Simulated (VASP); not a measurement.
# PbO2 (fluorite type) (Fm-3m) in VASP: further runs, part 3 of 3

VASP 6.6.1. Earlier steps stand in the parts before.

**6. Single point, r2SCAN**

This run uses another cell than the first one, of 12.94 Å³/atom.

Contents of POSCAR:

```
PbO2
1.0
    0.0000000000      2.6872958273      2.6872958273
    2.6872958273      0.0000000000      2.6872958273
    2.6872958273      2.6872958273      0.0000000000
Pb O
1 2
Direct
    0.0000000000      0.0000000000      0.0000000000
    0.2500000000      0.2500000000      0.2500000000
    0.7500000000      0.7500000000      0.7500000000
```

Contents of INCAR.step1:

```
SYSTEM = PbO2
ALGO = Normal
EDIFF = 1E-4
ENCUT = 520
GGA = PE
ISMEAR = -1
LASPH = .TRUE.
LCHARG = .FALSE.
LREAL = .FALSE.
LWAVE = .TRUE.
NBANDS = 20
NELM = 60
PREC = Accurate
SIGMA = 0.1
```

Contents of INCAR.step2:

```
SYSTEM = PbO2
ALGO = Normal
EDIFF = 1E-6
ENCUT = 520
ISIF = 2
ISMEAR = -1
ISTART = 1
LASPH = .TRUE.
LCHARG = .TRUE.
LELF = .TRUE.
LMIXTAU = .TRUE.
LREAL = .FALSE.
LVHAR = .TRUE.
LWAVE = .FALSE.
METAGGA = R2SCAN
NBANDS = 20
NELM = 60
PREC = Accurate
SIGMA = 0.1
```

Contents of KPOINTS:

```
k-points
0
G
  11 11 11
  0 0 0
```

Potentials or basis: VASP PAW PBE potentials, release 64 (Pb_d, O).

Started as:

```console
$ cat potpaw_PBE.64/Pb_d/POTCAR potpaw_PBE.64/O/POTCAR > POTCAR
$ cp INCAR.step1 INCAR
$ mpirun -np 1 vasp_std > vasp.out
$ cp INCAR.step2 INCAR
$ mpirun -np 1 vasp_std > vasp.out
```

OUTCAR:

```text
SYSTEM = PbO2
   EDIFF = 1E-6
   ENCUT = 520
   ISIF = 2
   ISMEAR = -1
   ISTART = 1
   LASPH = .TRUE.
   LREAL = .FALSE.
   METAGGA = R2SCAN
   NELM = 60
   PREC = Accurate

 ion  position               nearest neighbor table
   1  0.000  0.000  0.000-   3 2.33   3 2.33   3 2.33   2 2.33   3 2.33   2 2.33   2 2.33   2 2.33

   2  0.250  0.250  0.250-   1 2.33   1 2.33   1 2.33   1 2.33
   3  0.750  0.750  0.750-   1 2.33   1 2.33   1 2.33   1 2.33

  LATTYP: Found a face centered cubic cell.
 ALAT       =     5.3745916546

  Lattice vectors:

 A1 = (   0.0000000000,   2.6872958273,   2.6872958273)
 A2 = (   2.6872958273,   0.0000000000,   2.6872958273)
 A3 = (   2.6872958273,   2.6872958273,   0.0000000000)

Analysis of symmetry for initial positions (statically):
=====================================================================
 Subroutine PRICEL returns:
 Original cell was already a primitive cell.

 Routine SETGRP: Setting up the symmetry group for a
 face centered cubic supercell.

 Subroutine GETGRP returns: Found 48 space group operations
 (whereof 48 operations were pure point group operations)
 out of a pool of 48 trial point group operations.

The static configuration has the point symmetry O_h .

Analysis of symmetry for dynamics (positions and initial velocities):
=====================================================================
 Subroutine PRICEL returns:
 Original cell was already a primitive cell.

 Routine SETGRP: Setting up the symmetry group for a
 face centered cubic supercell.

 Subroutine GETGRP returns: Found 48 space group operations
 (whereof 48 operations were pure point group operations)
 out of a pool of 48 trial point group operations.

The dynamic configuration has the point symmetry O_h .

 Subroutine INISYM returns: Found 48 space group operations
 (whereof 48 operations are pure point group operations),
 and found     1 'primitive' translations

----------------------------------------------------------------------------------------

                                     Primitive cell

  volume of cell :      38.8129

  direct lattice vectors                    reciprocal lattice vectors
     0.000000000  2.687295827  2.687295827    -0.186060647  0.186060647  0.186060647
     2.687295827  0.000000000  2.687295827     0.186060647 -0.186060647  0.186060647
     2.687295827  2.687295827  0.000000000     0.186060647  0.186060647 -0.186060647

  length of vectors
     3.800410205  3.800410205  3.800410205     0.322266494  0.322266494  0.322266494

  position of ions in fractional coordinates (direct lattice)
     0.000000000  0.000000000  0.000000000
     0.250000000  0.250000000  0.250000000
     0.750000000  0.750000000  0.750000000

  ion indices of the primitive-cell ions
   primitive index   ion index
                 1           1
                 2           2
                 3           3

----------------------------------------------------------------------------------------

 KPOINTS: k-points

Automatic generation of k-mesh.
 Grid dimensions read from file:
 generate k-points for:   11   11   11

 Generating k-lattice:

  Cartesian coordinates                     Fractional coordinates (reciprocal lattice)
    -0.016914604  0.016914604  0.016914604     0.090909091  0.000000000  0.000000000
     0.016914604 -0.016914604  0.016914604     0.000000000  0.090909091  0.000000000
     0.016914604  0.016914604 -0.016914604     0.000000000  0.000000000  0.090909091

  Length of vectors
     0.029296954  0.029296954  0.029296954

  Shift w.r.t. Gamma in fractional coordinates (k-lattice)
     0.000000000  0.000000000  0.000000000

 Subroutine IBZKPT returns following result:
 ===========================================

 Found     56 irreducible k-points:

 Following reciprocal coordinates:
            Coordinates               Weight
  0.000000  0.000000  0.000000      1.000000
  0.090909  0.000000  0.000000      8.000000
  0.181818  0.000000  0.000000      8.000000
  0.272727  0.000000  0.000000      8.000000
  0.363636  0.000000  0.000000      8.000000
  0.454545  0.000000  0.000000      8.000000
[... 16 lines left out ...]
 -0.272727  0.181818  0.000000     24.000000
 -0.181818  0.181818  0.000000     12.000000
 [... further k-points ...]
   k-points           NKPTS =     56   k-points in BZ     NKDIM =     56   number of bands    NBANDS=     20
   number of dos      NEDOS =    301   number of ions     NIONS =      3
   total plane-waves  NPLWV =  21952
   dimension x,y,z NGX =    28 NGY =   28 NGZ =   28
   dimension x,y,z NGXF=    56 NGYF=   56 NGZF=   56
   ions per type =               1   2
   NGX,Y,Z   is equivalent  to a cutoff of  12.25, 12.25, 12.25 a.u.
   NGXF,Y,Z  is equivalent  to a cutoff of  24.50, 24.50, 24.50 a.u.
 SYSTEM =  PbO2
   PREC   = accura    normal or accurate (medium, high low for compatibility)
   ISTART =      1    job   : 0-new  1-cont  2-samecut
   ICHARG =      0    charge: 1-file 2-atom 10-const
   ISPIN  =      1    spin polarized calculation?
   LNONCOLLINEAR =      F non collinear calculations
   LSORBIT =      F    spin-orbit coupling
   LASPH  =      T    aspherical Exc in radial PAW
   ENCUT  =  520.0 eV  38.22 Ry    6.18 a.u.   7.07  7.07  7.07*2*pi/ulx,y,z
   NELM   =     60;   NELMIN=  2; NELMDL=  0     # of ELM steps
   EDIFF  = 0.1E-05   stopping-criterion for ELM
   LREAL  =      F    real-space projection
   EDIFFG = 0.1E-04   stopping-criterion for IOM
   NSW    =      0    number of steps for IOM
   IBRION =     -1    ionic relax: 0-MD 1-quasi-New 2-CG
   NFREE  =      0    steps in history (QN), initial steepest desc. (CG)
   ISIF   =      2    stress and relaxation
   ISYM   =      2    0-nonsym 1-usesym 2-fastsym
   POTIM  = 0.5000    time-step for ionic-motion
   TEBEG  =    0.0;   TEEND  =   0.0 temperature during run
   PSTRESS=    0.0 pullay stress
   NELECT =      26.0000    total number of electrons
   NUPDOWN=      -1.0000    fix difference up-down
   EMIN   =  10.00;   EMAX   =-10.00  energy-range for DOS
   EFERMI =   0.00;   METHOD = LEGACY
   ISMEAR =    -1;   SIGMA  =   0.10  broadening in eV -4-tet -1-fermi 0-gaus
   EFERMI_NEDOS =   21; number of points for ismear=-14 and -15
   IALGO  =     38    algorithm
   IMIX   =      4    mixing-type and parameters
     AMIX     =   0.40;   BMIX     =  1.00
     AMIX_MAG =   1.60;   BMIX_MAG =  1.00
  volume/ion in A,a.u.               =      12.94        87.31
  Fermi-wavevector in a.u.,A,eV,Ry     =   1.432431  2.706903 27.917243  2.051859
  Thomas-Fermi vector in A             =   2.552060
   LORBIT       =      0    0 simple, 1 ext, 2 COOP (PROOUT), +10 PAW based schemes
   METAGGA = R2SCAN    functional components
   LHFCALC =     F    Hartree Fock is set to
   AEXX    =    0.0000 exact exchange contribution
   IVDW    =     0    specifies the selected vdW correction
   LEPSILON=     F    determine dielectric tensor
   LRPA    =     F    only Hartree local field effects (RPA)
 non-spin polarized calculation
  energy-cutoff  :      520.00
  volume of cell :       38.81
 maximum number of plane-waves:      1055
   NGX = 15   NGY = 15   NGZ = 15

 number of electron      25.9999999 magnetization

 Free energy of the ion-electron system (eV)
  ---------------------------------------------------
  ext. energy  EPLUGINS =         0.00000000
  ---------------------------------------------------
  free energy    TOTEN  =       -70.77865290 eV

  energy without entropy =      -70.76679962  energy(sigma->0) =      -70.77272626

 E-fermi :   5.6537     XC(G=0): -11.9987

 val. band max:        5.4577302344   @ k =  -0.2727   0.4545   0.1818
 cond. band min:       5.8441703595   @ k =  -0.0909   0.0909   0.0000
 fundamental gap:      0.3864401251
 Fermi energy:         5.6536723005

 k-point     1 :       0.0000    0.0000    0.0000
  band No.  band energies     occupation
      1     -14.0976      2.00000
      2     -11.2610      2.00000
      3     -10.7047      2.00000
      4     -10.7047      2.00000
      5     -10.7047      2.00000
      6     -10.4376      2.00000
[... 12 lines left out ...]
     19      22.0794      0.00000
     20      22.0794      0.00000

 k-point     2 :       0.0909    0.0000    0.0000
  band No.  band energies     occupation
      1     -14.0304      2.00000
      2     -11.5902      2.00000
      3     -10.6940      2.00000
      4     -10.6940      2.00000
      5     -10.4385      2.00000
      6     -10.4385      2.00000
[... 498 lines left out ...]
 k-point    24 :      -0.1818    0.1818    0.0000
  band No.  band energies     occupation
      1     -13.5124      2.00000
      2     -12.5056      2.00000
      3     -10.6186      2.00000
      4     -10.5404      2.00000
      5     -10.4582      2.00000
      6     -10.3800      2.00000
[... 12 lines left out ...]
     19      21.3802      0.00000
     20      23.1948      0.00000

 [... further k-points ...]
[... 5 lines left out ...]
  --------------------------------------------------------------------------------------
  -------------------------------------------------------------------------------------
  Total       -0.8782451     -0.8782451     -0.8782451      0.0000000      0.0000000     -0.0000000
  in kB      -36.2534939    -36.2534939    -36.2534939      0.0000000      0.0000000     -0.0000000
  external PRESSURE =     -36.2534939 kB  Pullay stress =       0.0000000 kB

 VOLUME and BASIS-vectors are now :
 -----------------------------------------------------------------------------
  energy-cutoff  :      520.00
  volume of cell :       38.81
      direct lattice vectors                 reciprocal lattice vectors
     0.000000000  2.687295827  2.687295827    -0.186060647  0.186060647  0.186060647
     2.687295827  0.000000000  2.687295827     0.186060647 -0.186060647  0.186060647
     2.687295827  2.687295827  0.000000000     0.186060647  0.186060647 -0.186060647

 POSITION                                       TOTAL-FORCE (eV/Angst)
 -----------------------------------------------------------------------------------
      0.00000      0.00000      0.00000         0.000000      0.000000      0.000000
      1.34365      1.34365      1.34365        -0.000000     -0.000000      0.000000
      4.03094      4.03094      4.03094        -0.000000      0.000000     -0.000000
 -----------------------------------------------------------------------------------
    total drift:                                0.000000     -0.000000      0.000000

  FREE ENERGIE OF THE ION-ELECTRON SYSTEM (eV)
  ---------------------------------------------------
  free  energy   TOTEN  =       -70.7786529002 eV

  energy  without entropy=      -70.7667996164  energy(sigma->0) =      -70.77272626
```

Wall time 1.8 min (1 thread of Intel Xeon Platinum 8488C (Sapphire Rapids), shared host); peak memory 0.19 GiB.

What came out:

- Free energy: -70.7787 eV
- Pressure: -3.6 GPa
- Band gap on the k mesh: zero (bands 13 and 14 overlap by 1.23 eV)

Levels at points of the mesh, in eV from the Fermi level:
| k point | band 10 | band 11 | band 12 | band 13 | band 14 | band 15 | band 16 | band 17 |
| --- | --- | --- | --- | --- | --- | --- | --- | --- |
| (0.00, 0.00, 0.00) | -2.22 | -2.22 | -1.42 | -1.42 | -1.42 | 7.51 | 7.51 | 7.51 |

Caveat: the cell stands under tension; the PAW data sets were made with another functional, which shifts forces and pressure a little; spin-orbit coupling is left out, which moves the levels of the heavy elements.

**7. Summary**

```csv
cell,gap on the mesh (eV),pressure (GPa)
"a = 3.721 Å, angles 60.0°, 3 atoms",none,7.0
"a = 3.761 Å, angles 60.0°, 3 atoms",none,1.2
"a = 3.800 Å, angles 60.0°, 3 atoms",none,-3.6
```

Alike in all rows: task single point; level r2SCAN; potentials or basis VASP PAW PBE potentials, release 64 (Pb_d, O); no spin polarisation; k mesh 11 × 11 × 11; cutoff (eV) 520; smearing fermi-dirac 0.1 eV.

Caveats: the PAW data sets were made with another functional, which shifts forces and pressure a little; spin-orbit coupling is left out, which moves the levels of the heavy elements; the cell stands under pressure (at least some runs); the cell stands under tension (at least some runs).

Absolute energies hang on the potentials; compare differences alone.
